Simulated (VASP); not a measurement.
Input of a VASP 6.6.1 run:

The input INCAR:

```
SYSTEM = Al3C2
PREC = Accurate
ENCUT = 600
EDIFF = 1E-6
ISMEAR = 0
SIGMA = 0.1
LREAL = .False.
LASPH = .True.
NELM = 100
ALGO = Normal
ISIF = 3
LWAVE = .False.
LCHARG = .False.
GGA = PE
IBRION = 2
NSW = 100
EDIFFG = -0.01
```

The input KPOINTS:

```
Automatic mesh
0
Gamma
  12 12 14
  0 0 0
```

The input POSCAR:

```
Al3C2
1.0
    5.3341429370      0.0000000000      0.0000000000
   -2.6670714685      4.6195032909      0.0000000000
    0.0000000000      0.0000000000      2.8804030503
Al C
3 2
Direct
    0.5000000000      0.0000000000      0.5000000000
    0.0000000000      0.5000000000      0.5000000000
    0.5000000000      0.5000000000      0.5000000000
    0.3333333333      0.6666666667      0.0000000000
    0.6666666667      0.3333333333      0.0000000000
```

Potentials or basis: VASP PAW PBE potentials, release 64 (Al, C).

Launch:

```bash
$ cat potpaw_PBE.64/Al/POTCAR potpaw_PBE.64/C/POTCAR > POTCAR
$ mpirun -np 1 vasp_std > vasp.out
```

(1) What does it give for the band gap on the k mesh?

(2) What does it give for the relaxed volume?

(3) Predict the space group after relaxing (to 0.1 Å).

Results:

(1) zero (an odd number of electrons rules out a gap without spin polarisation).

(2) 14.14 Å³/atom.

(3) P6/mmm (No. 191).
